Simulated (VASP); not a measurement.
Wanted: the native input for a VASP 6.6.1 run.

- Task: single point
- Functional: PBEsol
- Potentials or basis: VASP PAW PBE potentials, release 64 (Al, Ni)
- Cutoff: 520 eV
- k mesh: 14 × 14 × 14
- Occupations: gaussian, width 0.1 eV
- Spin: no spin polarisation
- Dipole correction: no
- Further INCAR settings: ALGO = Normal; EDIFF = 1e-07; NBANDS = 14

The structure of AlNi lies in POSCAR:

```
AlNi
1.0
    2.8618233747      0.0000000000      0.0000000000
    0.0000000000      2.8618233747      0.0000000000
    0.0000000000      0.0000000000      2.8618233747
Al Ni
1 1
Direct
    0.0000000000      0.0000000000      0.0000000000
    0.5000000000      0.5000000000      0.5000000000
```

These files were run (other wordings do the same):

INCAR

```
SYSTEM = AlNi
PREC = Accurate
ENCUT = 520
EDIFF = 1E-7
ISMEAR = 0
SIGMA = 0.1
LREAL = .False.
LASPH = .True.
NELM = 80
ALGO = Normal
ISIF = 2
LWAVE = .False.
LCHARG = .False.
GGA = PS
NBANDS = 14
```

KPOINTS

```
regular mesh
0
Gamma
  14 14 14
  0 0 0
```

Potentials or basis: VASP PAW PBE potentials, release 64 (Al, Ni).

Command:

```sh
$ cat potpaw_PBE.64/Al/POTCAR potpaw_PBE.64/Ni/POTCAR > POTCAR
$ mpirun -np 1 vasp_std > vasp.out
```

It gave:

```
Pressure : 0.2 GPa
```

Caveat: the PAW data sets were made with another functional, which shifts forces and pressure a little.

It took 21 s on 1 thread of Intel(R) Xeon(R) Platinum 8259CL CPU @ 2.50GHz (Skylake/Cascade Lake) (shared host), peak memory 0.16 GiB.
